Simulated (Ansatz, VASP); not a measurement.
## SiAgF5: VASP beside Ansatz

Contents of INCAR:

```
SYSTEM = SiAgF5
PREC = Accurate
ENCUT = 520
EDIFF = 1E-7
ISMEAR = -1
SIGMA = 0.1
LREAL = .FALSE.
LASPH = .TRUE.
NELM = 100
ALGO = Normal
ISIF = 2
LWAVE = .FALSE.
LCHARG = .FALSE.
GGA = PE
NBANDS = 63
```

The input KPOINTS:

```
Automatic mesh
0
G
  4 4 6
  0 0 0
```

The input POSCAR:

```
SiAgF5
1.0
    6.9180940000      0.0000000000      0.0000000000
    0.0000000000      6.9180940000      0.0000000000
    0.0000000000      0.0000000000      4.1424920000
F Ag Si
10 2 2
Direct
    0.3136000000      0.5914000000      0.1984000000
    0.9086000000      0.3136000000      0.1984000000
    0.1864000000      0.9086000000      0.1984000000
    0.5914000000      0.1864000000      0.1984000000
    0.6864000000      0.4086000000      0.8016000000
    0.0914000000      0.6864000000      0.8016000000
    0.8136000000      0.0914000000      0.8016000000
    0.4086000000      0.8136000000      0.8016000000
    0.2500000000      0.2500000000      0.6934000000
    0.7500000000      0.7500000000      0.3066000000
    0.2500000000      0.2500000000      0.1923600000
    0.7500000000      0.7500000000      0.8076400000
    0.2500000000      0.7500000000      0.0000000000
    0.7500000000      0.2500000000      0.0000000000
```

Input for Ansatz:

```yaml
crystal:
  lattice:
    - [6.918094, 0.0, 0.0]
    - [0.0, 6.918094, 0.0]
    - [0.0, 0.0, 4.142492]
  atoms:
    - { symbol: F, position: [0.3136, 0.5914, 0.1984] }
    - { symbol: F, position: [0.9086, 0.3136, 0.1984] }
    - { symbol: F, position: [0.1864, 0.9086, 0.1984] }
    - { symbol: F, position: [0.5914, 0.1864, 0.1984] }
    - { symbol: F, position: [0.6864, 0.4086, 0.8016] }
    - { symbol: F, position: [0.0914, 0.6864, 0.8016] }
    - { symbol: F, position: [0.8136, 0.0914, 0.8016] }
    - { symbol: F, position: [0.4086, 0.8136, 0.8016] }
    - { symbol: F, position: [0.25, 0.25, 0.6934] }
    - { symbol: F, position: [0.75, 0.75, 0.3066] }
    - { symbol: Ag, position: [0.25, 0.25, 0.19236] }
    - { symbol: Ag, position: [0.75, 0.75, 0.80764] }
    - { symbol: Si, position: [0.25, 0.75, 0.0] }
    - { symbol: Si, position: [0.75, 0.25, 0.0] }
  symmetry: { tolerance: 0.0003 }
kpoints:
  mp_grid: { grid: [4, 4, 6], shift: [0, 0, 0] }
  band_path:
    path:
      - [0.0, 0.0, 0.0]
      - [0.0, 0.5, 0.0]
      - [0.5, 0.5, 0.0]
      - [0.0, 0.0, 0.0]
      - [0.0, 0.0, 0.5]
      - [0.0, 0.5, 0.5]
      - [0.5, 0.5, 0.5]
      - [0.0, 0.0, 0.5]
      - [0.0, 0.5, 0.0]
      - [0.0, 0.5, 0.5]
      - [0.5, 0.5, 0.0]
    npoints: 6
magnetization:
  spin_polarized: false
scf:
  occupations: { method: fermi_dirac }
  lower_state_search: "off"
  max_iter: 200
hamiltonian:
  pseudopotentials: { kind: paw }
  xc: pbe
basis:
  ecutwfc: 420
  fft_grid_basis: typed
output:
  forces: true
  stress: true
  eigenvalues: true
  bader: true
  populations: true
  elf: true
  write_potential: true
  volumetric_format: npy
  dos:
    e_range: [-12, 8]
    de: 0.05
    projected: { site_lists: { Ag: [Ag], F: [F], Si: [Si] } }
checkpoint:
  read: saved_state
```

Alike in both runs: task single point; functional PBE; k mesh 4 × 4 × 6; no spin polarisation.

```csv
,VASP,Ansatz
version,VASP 6.6.1,Ansatz 0.2.0
potentials or method,"VASP PAW PBE potentials, release 64 (F, Ag, Si), cutoff 520 eV",PAW plane waves
occupations,"fermi-dirac, width 0.1 eV",fermi-dirac
valence electrons in the cell,100,116
```

```tsv
	VASP	Ansatz	Ansatz less VASP
rms of the force components (eV/Å)	3.425	3.286	-0.1394
```

Atom by atom the forces differ by 0.140 eV/Å (rms over components). VASP's potentials hold 100 valence electrons a cell and Ansatz's 116, so a difference there can come from the potentials and not from the codes.
